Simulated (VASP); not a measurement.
Input of a VASP 6.6.1 run:

File INCAR:

```
SYSTEM = Ti
  PREC = Accurate
  ENCUT = 520
  EDIFF = 1E-6
  ISMEAR = 0
  SIGMA = 0.1
  LREAL = .FALSE.
  LASPH = .TRUE.
  NELM = 60
  ALGO = Fast
  ISIF = 2
  LWAVE = .FALSE.
  LCHARG = .FALSE.
  GGA = PE
  NBANDS = 19
```

KPOINTS

```
regular mesh
0
G
  18 18 10
  0 0 0
```

The input POSCAR:

```
Ti
1.0
    2.9387708431      0.0000000000      0.0000000000
   -1.4693854216      2.5450502060      0.0000000000
    0.0000000000      0.0000000000      4.6492310974
Ti
2
Direct
    0.3333333333      0.6666666667      0.2500000000
    0.6666666667      0.3333333333      0.7500000000
```

Potentials or basis: VASP PAW PBE potentials, release 64 (Ti_sv).

Run with:

```console
$ cat potpaw_PBE.64/Ti_sv/POTCAR > POTCAR
$ mpirun -np 1 vasp_std > vasp.out
```

(1) What does it give for the pressure?

(2) What does it give for the band gap on the k mesh?

## Answers

(1) -0.5 GPa.

(2) zero (band 12 reaches 9.10 eV, above the bottom of band 13 at 8.00 eV).
